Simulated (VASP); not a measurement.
# I (Fd-3m) in VASP: further runs, part 2 of 3

VASP 6.6.1. Earlier steps stand in the parts before.

## (3) Single point, PBE

File INCAR:

```
SYSTEM = I
PREC = Accurate ; ENCUT = 520
EDIFF = 1E-7 ; ISMEAR = -1
SIGMA = 0.06122561905347299 ; LREAL = .False.
LASPH = .True. ; NELM = 100
ALGO = Normal ; ISIF = 2
LWAVE = .False. ; LCHARG = .False.
GGA = PE ; NBANDS = 14
```

File KPOINTS:

```
Automatic mesh
0
Gamma
  12 12 12
  0 0 0
```

File POSCAR:

```
I
1.0
    0.0000000000      3.9789258252      3.9789258252
    3.9789258252      0.0000000000      3.9789258252
    3.9789258252      3.9789258252      0.0000000000
I
2
Direct
    0.0000000000      0.0000000000      0.0000000000
    0.2500000000      0.2500000000      0.2500000000
```

Potentials or basis: VASP PAW PBE potentials, release 64 (I).

Launch:

```
$ cat potpaw_PBE.64/I/POTCAR > POTCAR
$ mpirun -np 1 vasp_std > vasp.out
```

OUTCAR:

```text
SYSTEM = I
   PREC = Accurate
   ENCUT = 520
   EDIFF = 1E-7
   ISMEAR = -1
   LREAL = .False.
   LASPH = .True.
   NELM = 100
   ISIF = 2
   GGA = PE

 ion  position               nearest neighbor table
   1  0.000  0.000  0.000-   2 3.45   2 3.45   2 3.45   2 3.45
   2  0.250  0.250  0.250-   1 3.45   1 3.45   1 3.45   1 3.45

  LATTYP: Found a face centered cubic cell.
 ALAT       =     7.9578516504

  Lattice vectors:

 A1 = (   0.0000000000,   3.9789258252,   3.9789258252)
 A2 = (   3.9789258252,   0.0000000000,   3.9789258252)
 A3 = (   3.9789258252,   3.9789258252,   0.0000000000)

Analysis of symmetry for initial positions (statically):
=====================================================================
 Subroutine PRICEL returns:
 Original cell was already a primitive cell.

 Routine SETGRP: Setting up the symmetry group for a
 face centered cubic supercell.

 Subroutine GETGRP returns: Found 48 space group operations
 (whereof 24 operations were pure point group operations)
 out of a pool of 48 trial point group operations.

The static configuration has the point symmetry T_d .
 The point group associated with its full space group is O_h .

Analysis of symmetry for dynamics (positions and initial velocities):
=====================================================================
 Subroutine PRICEL returns:
 Original cell was already a primitive cell.

 Routine SETGRP: Setting up the symmetry group for a
 face centered cubic supercell.

 Subroutine GETGRP returns: Found 48 space group operations
 (whereof 24 operations were pure point group operations)
 out of a pool of 48 trial point group operations.

The dynamic configuration has the point symmetry T_d .
 The point group associated with its full space group is O_h .

 Subroutine INISYM returns: Found 48 space group operations
 (whereof 24 operations are pure point group operations),
 and found     1 'primitive' translations

----------------------------------------------------------------------------------------

                                     Primitive cell

  volume of cell :     125.9875

  direct lattice vectors                    reciprocal lattice vectors
     0.000000000  3.978925825  3.978925825    -0.125662056  0.125662056  0.125662056
     3.978925825  0.000000000  3.978925825     0.125662056 -0.125662056  0.125662056
     3.978925825  3.978925825  0.000000000     0.125662056  0.125662056 -0.125662056

  length of vectors
     5.627050866  5.627050866  5.627050866     0.217653066  0.217653066  0.217653066

  position of ions in fractional coordinates (direct lattice)
     0.000000000  0.000000000  0.000000000
     0.250000000  0.250000000  0.250000000

  ion indices of the primitive-cell ions
   primitive index   ion index
                 1           1
                 2           2

----------------------------------------------------------------------------------------

 KPOINTS: Automatic mesh

Automatic generation of k-mesh.
 Grid dimensions read from file:
 generate k-points for:   12   12   12

 Generating k-lattice:

  Cartesian coordinates                     Fractional coordinates (reciprocal lattice)
    -0.010471838  0.010471838  0.010471838     0.083333333  0.000000000  0.000000000
     0.010471838 -0.010471838  0.010471838     0.000000000  0.083333333  0.000000000
     0.010471838  0.010471838 -0.010471838     0.000000000  0.000000000  0.083333333

  Length of vectors
     0.018137755  0.018137755  0.018137755

  Shift w.r.t. Gamma in fractional coordinates (k-lattice)
     0.000000000  0.000000000  0.000000000

 Subroutine IBZKPT returns following result:
 ===========================================

 Found     72 irreducible k-points:

 Following reciprocal coordinates:
            Coordinates               Weight
  0.000000  0.000000  0.000000      1.000000
  0.083333  0.000000  0.000000      8.000000
  0.166667  0.000000  0.000000      8.000000
  0.250000  0.000000  0.000000      8.000000
  0.333333  0.000000  0.000000      8.000000
  0.416667  0.000000  0.000000      8.000000
[... 16 lines left out ...]
  0.500000  0.166667  0.000000     24.000000
 -0.416667  0.166667  0.000000     24.000000
 [... further k-points ...]
   k-points           NKPTS =     72   k-points in BZ     NKDIM =     72   number of bands    NBANDS=     14
   number of dos      NEDOS =    301   number of ions     NIONS =      2
   total plane-waves  NPLWV =  74088
   dimension x,y,z NGX =    42 NGY =   42 NGZ =   42
   dimension x,y,z NGXF=    84 NGYF=   84 NGZF=   84
   ions per type =               2
   NGX,Y,Z   is equivalent  to a cutoff of  12.41, 12.41, 12.41 a.u.
   NGXF,Y,Z  is equivalent  to a cutoff of  24.82, 24.82, 24.82 a.u.
 SYSTEM =  I
   PREC   = accura    normal or accurate (medium, high low for compatibility)
   ISTART =      0    job   : 0-new  1-cont  2-samecut
   ICHARG =      2    charge: 1-file 2-atom 10-const
   ISPIN  =      1    spin polarized calculation?
   LNONCOLLINEAR =      F non collinear calculations
   LSORBIT =      F    spin-orbit coupling
   LASPH  =      T    aspherical Exc in radial PAW
   ENCUT  =  520.0 eV  38.22 Ry    6.18 a.u.  10.46 10.46 10.46*2*pi/ulx,y,z
   NELM   =    100;   NELMIN=  2; NELMDL= -5     # of ELM steps
   EDIFF  = 0.1E-06   stopping-criterion for ELM
   LREAL  =      F    real-space projection
   EDIFFG = 0.1E-05   stopping-criterion for IOM
   NSW    =      0    number of steps for IOM
   IBRION =     -1    ionic relax: 0-MD 1-quasi-New 2-CG
   NFREE  =      0    steps in history (QN), initial steepest desc. (CG)
   ISIF   =      2    stress and relaxation
   ISYM   =      2    0-nonsym 1-usesym 2-fastsym
   POTIM  = 0.5000    time-step for ionic-motion
   TEBEG  =    0.0;   TEEND  =   0.0 temperature during run
   PSTRESS=    0.0 pullay stress
   NELECT =      14.0000    total number of electrons
   NUPDOWN=      -1.0000    fix difference up-down
   EMIN   =  10.00;   EMAX   =-10.00  energy-range for DOS
   EFERMI =   0.00;   METHOD = LEGACY
   ISMEAR =    -1;   SIGMA  =   0.06  broadening in eV -4-tet -1-fermi 0-gaus
   EFERMI_NEDOS =   21; number of points for ismear=-14 and -15
   IALGO  =     38    algorithm
   IMIX   =      4    mixing-type and parameters
     AMIX     =   0.40;   BMIX     =  1.00
     AMIX_MAG =   1.60;   BMIX_MAG =  1.00
  volume/ion in A,a.u.               =      62.99       425.10
  Fermi-wavevector in a.u.,A,eV,Ry     =   0.787061  1.487329  8.428331  0.619465
  Thomas-Fermi vector in A             =   1.891725
   LORBIT       =      0    0 simple, 1 ext, 2 COOP (PROOUT), +10 PAW based schemes
   GGA     = PE    functional components
   LHFCALC =     F    Hartree Fock is set to
   AEXX    =    0.0000 exact exchange contribution
   IVDW    =     0    specifies the selected vdW correction
   LEPSILON=     F    determine dielectric tensor
   LRPA    =     F    only Hartree local field effects (RPA)
 non-spin polarized calculation
  energy-cutoff  :      520.00
  volume of cell :      125.99
 maximum number of plane-waves:      3426
 NGX is ok and might be reduce to    42
   NGX = 21   NGY = 21   NGZ = 21

 number of electron      14.0000002 magnetization

 Free energy of the ion-electron system (eV)
  ---------------------------------------------------
  ext. energy  EPLUGINS =         0.00000000
  ---------------------------------------------------
  free energy    TOTEN  =        -1.96626078 eV

  energy without entropy =       -1.89834867  energy(sigma->0) =       -1.93230473

 E-fermi :  -0.0325     XC(G=0):  -6.2655

 val. band max:       -0.0347995738   @ k =   0.4167   0.1667   0.0000
 cond. band min:      -0.0264126206   @ k =   0.4167   0.2500   0.0833
 fundamental gap:      0.0083869532
 Fermi energy:        -0.0324877036

 k-point     1 :       0.0000    0.0000    0.0000
  band No.  band energies     occupation
      1     -12.7067      2.00000
      2     -11.0507      2.00000
      3      -2.4109      2.00000
      4      -2.4109      2.00000
      5      -2.4109      2.00000
      6      -0.7905      1.99999
      7      -0.7905      1.99999
      8      -0.7905      1.99999
      9       4.4751      0.00000
     10       7.0076      0.00000
     11       7.0076      0.00000
     12       8.2648      0.00000
     13       8.2648      0.00000
     14       8.2648      0.00000
[... 375 lines left out ...]
 k-point    24 :      -0.4167    0.1667    0.0000
  band No.  band energies     occupation
      1     -12.2832      2.00000
      2     -11.6055      2.00000
      3      -3.0696      2.00000
      4      -2.7898      2.00000
      5      -2.2585      2.00000
      6      -0.6698      1.99994
      7      -0.2021      1.88209
      8       0.0748      0.29542
      9       5.9022      0.00000
     10       6.4072      0.00000
     11       6.8548      0.00000
     12       7.4077      0.00000
     13       8.6699      0.00000
     14       8.9112      0.00000

 [... further k-points ...]
[... 5 lines left out ...]
  --------------------------------------------------------------------------------------
  -------------------------------------------------------------------------------------
  Total       -0.3130326     -0.3130326     -0.3130326     -0.0000000     -0.0000000     -0.0000000
  in kB       -3.9808214     -3.9808214     -3.9808214     -0.0000000     -0.0000000     -0.0000000
  external PRESSURE =      -3.9808214 kB  Pullay stress =       0.0000000 kB

 VOLUME and BASIS-vectors are now :
 -----------------------------------------------------------------------------
  energy-cutoff  :      520.00
  volume of cell :      125.99
      direct lattice vectors                 reciprocal lattice vectors
     0.000000000  3.978925825  3.978925825    -0.125662056  0.125662056  0.125662056
     3.978925825  0.000000000  3.978925825     0.125662056 -0.125662056  0.125662056
     3.978925825  3.978925825  0.000000000     0.125662056  0.125662056 -0.125662056

 POSITION                                       TOTAL-FORCE (eV/Angst)
 -----------------------------------------------------------------------------------
      0.00000      0.00000      0.00000        -0.000000     -0.000000     -0.000000
      1.98946      1.98946      1.98946         0.000000      0.000000      0.000000
 -----------------------------------------------------------------------------------
    total drift:                               -0.000000     -0.000000     -0.000000

  FREE ENERGIE OF THE ION-ELECTRON SYSTEM (eV)
  ---------------------------------------------------
  free  energy   TOTEN  =        -1.9662607844 eV

  energy  without entropy=       -1.8983486745  energy(sigma->0) =       -1.93230473
```

OSZICAR:

```text
N       E                     dE             d eps       ncg     rms          rms(c)
DAV:   1     0.661098889774E+02    0.66110E+02   -0.45252E+03  2016   0.736E+02
DAV:   2     0.337743949933E+01   -0.62732E+02   -0.59493E+02  3064   0.119E+02
DAV:   3    -0.185489342453E+01   -0.52323E+01   -0.51386E+01  2682   0.368E+01
DAV:   4    -0.196205463467E+01   -0.10716E+00   -0.10712E+00  2602   0.684E+00
DAV:   5    -0.196440319469E+01   -0.23486E-02   -0.23485E-02  2728   0.107E+00    0.439E+00
DAV:   6    -0.196525572165E+01   -0.85253E-03   -0.24175E-03  2724   0.298E-01    0.273E+00
DAV:   7    -0.196626621153E+01   -0.10105E-02   -0.25047E-03  2586   0.302E-01    0.114E-01
DAV:   8    -0.196625126110E+01    0.14950E-04   -0.69929E-05  2412   0.461E-02    0.655E-02
DAV:   9    -0.196626107587E+01   -0.98148E-05   -0.22781E-05  2580   0.267E-02    0.780E-03
DAV:  10    -0.196626078657E+01    0.28930E-06   -0.78096E-07  2640   0.530E-03    0.195E-03
DAV:  11    -0.196626078438E+01    0.21959E-08   -0.44245E-07  2316   0.524E-03
   1 F= -.19662608E+01 E0= -.19323047E+01  d E =-.679121E-01
```

Wall time 2.7 min (1 thread of Oxide Virtual Turin-like, shared host); peak memory 0.26 GiB.

What came out:

```
Free energy            : -1.9663 eV
Pressure               : -0.4 GPa
Band gap on the k mesh : zero (band 7 reaches 0.28 eV, above the bottom of band 8 at -0.79 eV)
```

Caveat: spin-orbit coupling is left out, which moves the levels of the heavy elements.

[end of part 2 of 3]
